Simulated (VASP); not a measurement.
Set up this calculation in VASP 6.6.1, as the native input.

```yaml
Task: single point
Functional: PBE
Dispersion: D3(BJ)
Potentials_or_basis: VASP PAW PBE potentials, release 64 (C)
Cutoff: 520 eV
k_mesh: 8 × 12 × 8
Occupations: gaussian, width 0.02 eV
Spin: no spin polarisation
Dipole_correction: no
Further_INCAR_settings: ALGO = Normal; EDIFF = 1e-06; NBANDS = 16
```

The structure of C lies in POSCAR:

```
C
1.0
    4.2694048708      0.0000000000      0.0000000000
    0.0000000000      2.4649234225      0.0000000000
   -1.4861601788      0.0000000000      3.3739455666
C
4
Direct
    0.8334075654      0.0000000000      0.0002219169
    0.6665924346      0.5000000000      0.9997780831
    0.3334075654      0.5000000000      0.0002219169
    0.1665924346      0.0000000000      0.9997780831
```

This cell differs from its parent crystal: shear of c along a, cell held: -2.0 %, then relaxed in part.

These files were run (other wordings do the same):

INCAR

```
SYSTEM = C
  ALGO = Normal
  EDIFF = 1E-6
  ENCUT = 520
  GGA = PE
  ISIF = 2
  ISMEAR = 0
  IVDW = 12
  LASPH = .TRUE.
  LCHARG = .TRUE.
  LELF = .TRUE.
  LREAL = .FALSE.
  LVHAR = .TRUE.
  LWAVE = .FALSE.
  NBANDS = 16
  NELM = 60
  PREC = Accurate
  SIGMA = 0.02
```

KPOINTS

```
k-points
0
G
  8 12 8
  0 0 0
```

Potentials or basis: VASP PAW PBE potentials, release 64 (C).

The run is started by

```sh
$ cat potpaw_PBE.64/C/POTCAR > POTCAR
$ mpirun -np 1 vasp_std > vasp.out
```

It gave:

* Pressure: 0.4 GPa
* Band gap on the k mesh: 0.59 eV
* Dispersion energy per atom: -0.155 eV

Caveat: the cell differs from its parent crystal (shear of c along a, cell held: -2.0 %, then relaxed in part).

Wall time 29 s on 1 thread of Intel(R) Xeon(R) 6975P-C (Granite Rapids), with other jobs on the host, peak memory 0.22 GiB.
